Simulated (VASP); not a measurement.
## KMg6Zn: single point with PBE

Crystal: KMg6Zn.

```
Zn K Mg
1.0
     5.19403    0.00000    0.00000
     0.00000    3.38719    5.78567
     0.00000   -3.38719    5.78567
Zn K Mg
1 1 6
Direct
  0.00000 0.85258 0.85258
  0.50000 0.67084 0.67084
  0.50000 0.16334 0.16334
  0.50000 0.67599 0.15860
  0.50000 0.15860 0.67599
  0.00000 0.33272 0.33272
  0.00000 0.84410 0.30183
  0.00000 0.30183 0.84410
```

| Quantity | Value |
| --- | --- |
| Program | VASP 6.6.1 |
| Task | single point |
| Functional | PBE |
| Potentials or basis | VASP PAW PBE potentials, release 64 (Zn, K_sv, Mg) |
| Cutoff | 520 eV |
| k mesh | 5 × 5 × 5 |
| Occupations | fermi-dirac, width 0.05 eV |
| Spin | no spin polarisation |
| Dipole correction | no |
| Further INCAR settings | ALGO = Fast; EDIFF = 1e-06; NBANDS = 26 |

```
Pressure               : 0.0 GPa
Largest force          : 0.107 eV/Å
Band gap on the k mesh : zero (an odd number of electrons rules out a gap without spin polarisation)
```

Forces on the atoms (eV/Å):
```
Zn   0.000  0.000  0.107
K    0.000  0.000  0.017
Mg   0.000  0.000  0.003
Mg   0.000  0.007 -0.002
Mg   0.000 -0.007 -0.002
Mg   0.000  0.000 -0.029
Mg   0.000  0.053 -0.047
Mg   0.000 -0.053 -0.047
```

Stress tensor (GPa, compression positive):
```
 0.67  0.00  0.00
 0.00 -0.54  0.00
 0.00  0.00 -0.18
```

Levels at points of the mesh, in eV from the Fermi level:
```
           k point  band 14  band 15  band 16  band 17  band 18  band 19  band 20  band 21
(0.00, 0.00, 0.00)    -1.63    -1.25    -1.11    -1.02    -0.08     2.04     2.26     2.76
```

It took 5.1 min on 1 thread of Oxide Virtual Turin-like Processor, with other jobs on the host, peak memory 0.36 GiB.
